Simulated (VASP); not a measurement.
# CdSe (kl) (F-43m) in VASP: further runs

The runs below take CdSe (kl) through single point, relaxation of cell and atoms, with LDA.

All numbers are computed with VASP 6.6.1; they aren't measurements. Logs are shortened: lines on timing, memory, paths and dates and some standing lists are left out, and cuts for length are marked.

**1. The cell of the first run**

Symmetry: F-43m, No. 216, cubic system. The conventional cell has a = 6.141 Å, b = 6.141 Å, c = 6.141 Å, α = 90.00°, β = 90.00°, γ = 90.00°. Cd (site symmetry -43m) has 4 Se at 2.66 Å within 3.5 Å. Within 3.5 Å of Se (site symmetry -43m) lie 4 Cd at 2.66 Å.

**2. Single point, LDA**

Contents of INCAR:

```
SYSTEM = CdSe
PREC = Accurate ; ENCUT = 520
EDIFF = 1E-6 ; ISMEAR = 0
SIGMA = 0.1 ; LREAL = .False.
LASPH = .True. ; NELM = 100
ALGO = Normal ; ISIF = 2
LWAVE = .False. ; LCHARG = .False.
GGA = CA ; NBANDS = 16
```

Contents of KPOINTS:

```
regular mesh
0
Gamma
  6 6 6
  0 0 0
```

Contents of POSCAR:

```
CdSe
1.0
    0.0000000000      3.0702712000      3.0702712000
    3.0702712000      0.0000000000      3.0702712000
    3.0702712000      3.0702712000      0.0000000000
Cd Se
1 1
Direct
    0.0000000000      0.0000000000      0.0000000000
    0.2500000000      0.2500000000      0.2500000000
```

Potentials or basis: VASP PAW LDA potentials, release 64 (Cd, Se).

Run with:

```sh
cat potpaw_LDA.64/Cd/POTCAR potpaw_LDA.64/Se/POTCAR > POTCAR
mpirun -np 1 vasp_std > vasp.out
```

OUTCAR:

```text
SYSTEM = CdSe
   PREC = Accurate
   ENCUT = 520
   EDIFF = 1E-6
   ISMEAR = 0
   LREAL = .False.
   LASPH = .True.
   NELM = 100
   ISIF = 2
   GGA = CA

 ion  position               nearest neighbor table
   1  0.000  0.000  0.000-   2 2.66   2 2.66   2 2.66   2 2.66
   2  0.250  0.250  0.250-   1 2.66   1 2.66   1 2.66   1 2.66

  LATTYP: Found a face centered cubic cell.
 ALAT       =     6.1405424000

  Lattice vectors:

 A1 = (   0.0000000000,   3.0702712000,   3.0702712000)
 A2 = (   3.0702712000,   0.0000000000,   3.0702712000)
 A3 = (   3.0702712000,   3.0702712000,   0.0000000000)

Analysis of symmetry for initial positions (statically):
=====================================================================
 Subroutine PRICEL returns:
 Original cell was already a primitive cell.

 Routine SETGRP: Setting up the symmetry group for a
 face centered cubic supercell.

 Subroutine GETGRP returns: Found 24 space group operations
 (whereof 24 operations were pure point group operations)
 out of a pool of 48 trial point group operations.

The static configuration has the point symmetry T_d .

Analysis of symmetry for dynamics (positions and initial velocities):
=====================================================================
 Subroutine PRICEL returns:
 Original cell was already a primitive cell.

 Routine SETGRP: Setting up the symmetry group for a
 face centered cubic supercell.

 Subroutine GETGRP returns: Found 24 space group operations
 (whereof 24 operations were pure point group operations)
 out of a pool of 48 trial point group operations.

The dynamic configuration has the point symmetry T_d .

 Subroutine INISYM returns: Found 24 space group operations
 (whereof 24 operations are pure point group operations),
 and found     1 'primitive' translations

----------------------------------------------------------------------------------------

                                     Primitive cell

  volume of cell :      57.8842

  direct lattice vectors                    reciprocal lattice vectors
     0.000000000  3.070271200  3.070271200    -0.162852063  0.162852063  0.162852063
     3.070271200  0.000000000  3.070271200     0.162852063 -0.162852063  0.162852063
     3.070271200  3.070271200  0.000000000     0.162852063  0.162852063 -0.162852063

  length of vectors
     4.342019171  4.342019171  4.342019171     0.282068048  0.282068048  0.282068048

  position of ions in fractional coordinates (direct lattice)
     0.000000000  0.000000000  0.000000000
     0.250000000  0.250000000  0.250000000

  ion indices of the primitive-cell ions
   primitive index   ion index
                 1           1
                 2           2

----------------------------------------------------------------------------------------

 KPOINTS: regular mesh

Automatic generation of k-mesh.
 Grid dimensions read from file:
 generate k-points for:    6    6    6

 Generating k-lattice:

  Cartesian coordinates                     Fractional coordinates (reciprocal lattice)
    -0.027142011  0.027142011  0.027142011     0.166666667  0.000000000  0.000000000
     0.027142011 -0.027142011  0.027142011     0.000000000  0.166666667  0.000000000
     0.027142011  0.027142011 -0.027142011     0.000000000  0.000000000  0.166666667

  Length of vectors
     0.047011341  0.047011341  0.047011341

  Shift w.r.t. Gamma in fractional coordinates (k-lattice)
     0.000000000  0.000000000  0.000000000

 Subroutine IBZKPT returns following result:
 ===========================================

 Found     16 irreducible k-points:

 Following reciprocal coordinates:
            Coordinates               Weight
  0.000000  0.000000  0.000000      1.000000
  0.166667  0.000000  0.000000      8.000000
  0.333333  0.000000  0.000000      8.000000
  0.500000  0.000000  0.000000      4.000000
  0.166667  0.166667  0.000000      6.000000
  0.333333  0.166667  0.000000     24.000000
[... 8 lines left out ...]
 -0.333333  0.333333  0.166667     24.000000
 -0.333333  0.500000  0.166667     12.000000
   k-points           NKPTS =     16   k-points in BZ     NKDIM =     16   number of bands    NBANDS=     16
   number of dos      NEDOS =    301   number of ions     NIONS =      2
   total plane-waves  NPLWV =  32768
   dimension x,y,z NGX =    32 NGY =   32 NGZ =   32
   dimension x,y,z NGXF=    64 NGYF=   64 NGZF=   64
   ions per type =               1   1
   NGX,Y,Z   is equivalent  to a cutoff of  12.25, 12.25, 12.25 a.u.
   NGXF,Y,Z  is equivalent  to a cutoff of  24.50, 24.50, 24.50 a.u.
 SYSTEM =  CdSe
   PREC   = accura    normal or accurate (medium, high low for compatibility)
   ISTART =      0    job   : 0-new  1-cont  2-samecut
   ICHARG =      2    charge: 1-file 2-atom 10-const
   ISPIN  =      1    spin polarized calculation?
   LNONCOLLINEAR =      F non collinear calculations
   LSORBIT =      F    spin-orbit coupling
   LASPH  =      T    aspherical Exc in radial PAW
   ENCUT  =  520.0 eV  38.22 Ry    6.18 a.u.   8.07  8.07  8.07*2*pi/ulx,y,z
   NELM   =    100;   NELMIN=  2; NELMDL= -5     # of ELM steps
   EDIFF  = 0.1E-05   stopping-criterion for ELM
   LREAL  =      F    real-space projection
   EDIFFG = 0.1E-04   stopping-criterion for IOM
   NSW    =      0    number of steps for IOM
   IBRION =     -1    ionic relax: 0-MD 1-quasi-New 2-CG
   NFREE  =      0    steps in history (QN), initial steepest desc. (CG)
   ISIF   =      2    stress and relaxation
   ISYM   =      2    0-nonsym 1-usesym 2-fastsym
   POTIM  = 0.5000    time-step for ionic-motion
   TEBEG  =    0.0;   TEEND  =   0.0 temperature during run
   PSTRESS=    0.0 pullay stress
   NELECT =      18.0000    total number of electrons
   NUPDOWN=      -1.0000    fix difference up-down
   EMIN   =  10.00;   EMAX   =-10.00  energy-range for DOS
   EFERMI =   0.00;   METHOD = LEGACY
   ISMEAR =     0;   SIGMA  =   0.10  broadening in eV -4-tet -1-fermi 0-gaus
   EFERMI_NEDOS =   21; number of points for ismear=-14 and -15
   IALGO  =     38    algorithm
   IMIX   =      4    mixing-type and parameters
     AMIX     =   0.40;   BMIX     =  1.00
     AMIX_MAG =   1.60;   BMIX_MAG =  1.00
  volume/ion in A,a.u.               =      28.94       195.31
  Fermi-wavevector in a.u.,A,eV,Ry     =   1.109121  2.095935 16.737199  1.230149
  Thomas-Fermi vector in A             =   2.245657
   LORBIT       =      0    0 simple, 1 ext, 2 COOP (PROOUT), +10 PAW based schemes
   GGA     = CA    functional components
   LHFCALC =     F    Hartree Fock is set to
   AEXX    =    0.0000 exact exchange contribution
   IVDW    =     0    specifies the selected vdW correction
   LEPSILON=     F    determine dielectric tensor
   LRPA    =     F    only Hartree local field effects (RPA)
 non-spin polarized calculation
 Gauss-broadening in eV      SIGMA  =   0.10
  energy-cutoff  :      520.00
  volume of cell :       57.88
 maximum number of plane-waves:      1588
   NGX = 17   NGY = 17   NGZ = 17

 number of electron      18.0000006 magnetization

 Free energy of the ion-electron system (eV)
  ---------------------------------------------------
  ext. energy  EPLUGINS =         0.00000000
  ---------------------------------------------------
  free energy    TOTEN  =        -6.72673170 eV

  energy without entropy =       -6.72664093  energy(sigma->0) =       -6.72668632

 E-fermi :   0.7525     XC(G=0):  -9.1641

 val. band max:        0.5859986048   @ k =   0.0000   0.0000   0.0000
 cond. band min:       0.8878816086   @ k =   0.0000   0.0000   0.0000
 fundamental gap:      0.3018830038
 Fermi energy:         0.7525184188

 k-point     1 :       0.0000    0.0000    0.0000
  band No.  band energies     occupation
      1     -11.9032      2.00000
      2      -7.2736      2.00000
      3      -7.2736      2.00000
      4      -7.2736      2.00000
      5      -6.9246      2.00000
      6      -6.9246      2.00000
[... 8 lines left out ...]
     15      11.6055      0.00000
     16      11.6055      0.00000

 k-point     2 :       0.1667    0.0000    0.0000
  band No.  band energies     occupation
      1     -11.8157      2.00000
      2      -7.2467      2.00000
      3      -7.2467      2.00000
      4      -7.1905      2.00000
      5      -6.9255      2.00000
      6      -6.9255      2.00000
[... 8 lines left out ...]
     15      10.5896      0.00000
     16      10.7698      0.00000

 k-point     3 :       0.3333    0.0000    0.0000
  band No.  band energies     occupation
      1     -11.6378      2.00000
      2      -7.2019      2.00000
      3      -7.2019      2.00000
      4      -6.9155      2.00000
      5      -6.9155      2.00000
      6      -6.9092      2.00000
[... 8 lines left out ...]
     15      10.9944      0.00000
     16      10.9944      0.00000

 k-point     4 :       0.5000    0.0000    0.0000
  band No.  band energies     occupation
      1     -11.5480      2.00000
      2      -7.1859      2.00000
      3      -7.1859      2.00000
      4      -6.9029      2.00000
      5      -6.9029      2.00000
      6      -6.6536      2.00000
[... 8 lines left out ...]
     15      12.5400      0.00000
     16      12.5400      0.00000
[... 172 lines left out ...]
 k-point    14 :       0.5000    0.3333    0.1667
  band No.  band energies     occupation
      1     -11.5229      2.00000
      2      -7.1379      2.00000
      3      -7.1293      2.00000
      4      -6.9882      2.00000
      5      -6.9001      2.00000
      6      -6.7026      2.00000
[... 8 lines left out ...]
     15      12.4377      0.00000
     16      13.5064      0.00000

 k-point    15 :      -0.3333    0.3333    0.1667
  band No.  band energies     occupation
      1     -11.4650      2.00000
      2      -7.1316      2.00000
      3      -7.1049      2.00000
      4      -6.9552      2.00000
      5      -6.9143      2.00000
      6      -6.5277      2.00000
[... 8 lines left out ...]
     15      12.2208      0.00000
     16      13.4198      0.00000

 k-point    16 :      -0.3333    0.5000    0.1667
  band No.  band energies     occupation
      1     -11.4369      2.00000
      2      -7.0980      2.00000
      3      -7.0823      2.00000
      4      -6.9843      2.00000
      5      -6.8987      2.00000
      6      -6.5045      2.00000
[... 8 lines left out ...]
     15      13.1375      0.00000
     16      13.3795      0.00000

------------------------ aborting loop because EDIFF is reached ----------------------------------------

  FORCE on cell =-STRESS in cart. coord.  units (eV):
  Direction    XX          YY          ZZ          XY          YZ          ZX
  --------------------------------------------------------------------------------------
  -------------------------------------------------------------------------------------
  Total       -1.0417631     -1.0417631     -1.0417631      0.0000000      0.0000000     -0.0000000
  in kB      -28.8349586    -28.8349586    -28.8349586      0.0000000      0.0000000     -0.0000000
  external PRESSURE =     -28.8349586 kB  Pullay stress =       0.0000000 kB

 VOLUME and BASIS-vectors are now :
 -----------------------------------------------------------------------------
  energy-cutoff  :      520.00
  volume of cell :       57.88
      direct lattice vectors                 reciprocal lattice vectors
     0.000000000  3.070271200  3.070271200    -0.162852063  0.162852063  0.162852063
     3.070271200  0.000000000  3.070271200     0.162852063 -0.162852063  0.162852063
     3.070271200  3.070271200  0.000000000     0.162852063  0.162852063 -0.162852063

 POSITION                                       TOTAL-FORCE (eV/Angst)
 -----------------------------------------------------------------------------------
      0.00000      0.00000      0.00000        -0.000000     -0.000000     -0.000000
      1.53514      1.53514      1.53514         0.000000      0.000000      0.000000
 -----------------------------------------------------------------------------------
    total drift:                               -0.000000     -0.000000     -0.000000

  FREE ENERGIE OF THE ION-ELECTRON SYSTEM (eV)
  ---------------------------------------------------
  free  energy   TOTEN  =        -6.7267316991 eV

  energy  without entropy=       -6.7266409314  energy(sigma->0) =       -6.72668632
```

Run time: 6.4 s. Hardware: 1 thread of Intel Xeon Platinum 8559C (Emerald Rapids), shared host; peak memory 0.16 GiB.

What came out:

```
Free energy            : -6.7267 eV
Pressure               : -2.9 GPa
Band gap on the k mesh : 0.30 eV, direct
```

**3. Single point, LDA**

This run uses another cell than the first one, of 27.11 Å³/atom, 0.937 times its volume.

Contents of INCAR:

```
  ALGO = Normal
  EDIFF = 1E-6
  ENCUT = 520
  ISIF = 2
  ISMEAR = 0
  LASPH = T
  LCHARG = F
  LREAL = F
  LWAVE = F
  NBANDS = 16
  NELM = 80
  PREC = Accurate
  SIGMA = 0.01
```

Contents of KPOINTS:

```
k-points
0
Gamma
  10 10 10
```

Contents of POSCAR:

```
CdSe
1.0
    0.0000000000      3.0039651698      3.0039651698
    3.0039651698      0.0000000000      3.0039651698
    3.0039651698      3.0039651698      0.0000000000
Cd Se
1 1
Direct
    0.0000000000      0.0000000000      0.0000000000
    0.2500000000      0.2500000000      0.2500000000
```

Potentials or basis: VASP PAW LDA potentials, release 64 (Cd, Se).

Run with:

```sh
cat potpaw_LDA.64/Cd/POTCAR potpaw_LDA.64/Se/POTCAR > POTCAR
mpirun -np 1 vasp_std > vasp.out
```

Run time: 14 s. Hardware: 1 thread of Intel Xeon Platinum 8559C (Emerald Rapids), shared host; peak memory 0.17 GiB.

Results (log left out):

| Quantity | Value |
| --- | --- |
| Free energy | -6.7623 eV |
| Pressure | 0.5 GPa |
| Band gap on the k mesh | 0.44 eV, direct |

Levels at points of the mesh, in eV from the valence-band top:
| k point | band 5 | band 6 | band 7 | band 8 | band 9 | band 10 | band 11 | band 12 | band 13 | band 14 |
| --- | --- | --- | --- | --- | --- | --- | --- | --- | --- | --- |
| (0.00, 0.00, 0.00) | -7.67 | -7.67 | 0.00 | 0.00 | 0.00 | 0.44 | 5.80 | 5.80 | 5.80 | 9.65 |
| (0.50, 0.00, 0.00) | -7.64 | -7.35 | -4.70 | -0.82 | -0.82 | 2.24 | 6.32 | 6.32 | 7.30 | 9.90 |
| (0.50, 0.50, 0.00) | -7.60 | -7.28 | -4.33 | -2.02 | -2.02 | 2.87 | 3.64 | 9.06 | 10.25 | 10.25 |

**4. Relaxation of cell and atoms, LDA**

Contents of INCAR:

```
SYSTEM = CdSe
PREC = Accurate ; ENCUT = 600
EDIFF = 1E-6 ; ISMEAR = 0
SIGMA = 0.01 ; LREAL = .FALSE.
LASPH = .TRUE. ; NELM = 100
ALGO = Normal ; ISIF = 3
LWAVE = .FALSE. ; LCHARG = .FALSE.
IBRION = 2 ; NSW = 100
EDIFFG = -0.002
```

Contents of KPOINTS:

```
regular mesh
0
G
  10 10 10
  0 0 0
```

Contents of POSCAR:

```
CdSe
1.0
    0.0000000000      3.0702712000      3.0702712000
    3.0702712000      0.0000000000      3.0702712000
    3.0702712000      3.0702712000      0.0000000000
Cd Se
1 1
Direct
    0.0000000000      0.0000000000      0.0000000000
    0.2500000000      0.2500000000      0.2500000000
```

Run with:

```sh
cat potpaw_LDA.64/Cd/POTCAR potpaw_LDA.64/Se/POTCAR > POTCAR
mpirun -np 1 vasp_std > vasp.out
```

It took 70 s on 1 thread of Intel Xeon Platinum 8559C (Emerald Rapids), shared host; peak memory 0.21 GiB.

It converged, with:

| Property | Result |
| --- | --- |
| Free energy | -6.7637 eV |
| Relaxed volume | 27.31 Å³/atom |
| Relaxed cell | a = 4.259 Å, b = 4.259 Å, c = 4.259 Å, α = 60.00°, β = 60.00°, γ = 60.00° |
| Space group after relaxing (to 0.05 Å) | F-43m (No. 216) |
| Energy gained by relaxing | 15.8 meV/atom |
| Ionic steps | 7 |
| Pressure after relaxing | 0.0 GPa |
| Band gap on the k mesh | 0.42 eV, direct |

Step by step:
| step | energy change (eV) | largest force (eV/Å) | pressure (GPa) | volume (Å³) |
| --- | --- | --- | --- | --- |
| 1 | 0.0000 | 0.0000 | -2.93 | 57.88 |
| 2 | -0.0278 | 0.0000 | 1.18 | 53.57 |
| 3 | -0.0316 | 0.0000 | -0.01 | 54.61 |
| 4 | -0.0316 | 0.0000 | 0.09 | 54.55 |
| 5 | -0.0316 | 0.0000 | -0.06 | 54.66 |
| 6 | -0.0316 | 0.0000 | 0.01 | 54.61 |
| 7 | -0.0316 | 0.0000 | 0.00 | 54.62 |

Final structure:
```
Cd Se
1.0
     0.00000    3.01144    3.01144
     3.01144    0.00000    3.01144
     3.01144    3.01144    0.00000
Cd Se
1 1
Direct
  0.00000 0.00000 0.00000
  0.25000 0.25000 0.25000
```

Levels at points of the mesh, in eV from the valence-band top:
```tsv
k point	band 5	band 6	band 7	band 8	band 9	band 10	band 11	band 12	band 13
(0.00, 0.00, 0.00)	-7.65	-7.65	0.00	0.00	0.00	0.42	5.80	5.80	5.80
(0.50, 0.00, 0.00)	-7.62	-7.33	-4.66	-0.81	-0.81	2.23	6.32	6.32	7.28
(0.50, 0.50, 0.00)	-7.58	-7.27	-4.30	-1.99	-1.99	2.88	3.64	9.02	10.20
```

**5. Overview**

| task | cell | k mesh | cutoff (eV) | smearing | gap on the mesh (eV) | pressure (GPa) |
| --- | --- | --- | --- | --- | --- | --- |
| single point | a = 4.342 Å, angles 60.0°, 2 atoms | 6 × 6 × 6 | 520 | gaussian 0.1 eV | 0.30 | -2.9 |
| single point | a = 4.248 Å, angles 60.0°, 2 atoms | 10 × 10 × 10 | 520 | gaussian 0.01 eV | 0.44 | 0.5 |
| relaxation of cell and atoms | relaxed from a = 4.342 Å, angles 60.0°, 2 atoms | 10 × 10 × 10 | 600 | gaussian 0.01 eV | 0.42 | 0.0 |

Alike in all rows: level LDA; potentials or basis VASP PAW LDA potentials, release 64 (Cd, Se); no spin polarisation.

Total energies depend on the potentials used, so only differences within one code and one set of settings carry meaning.
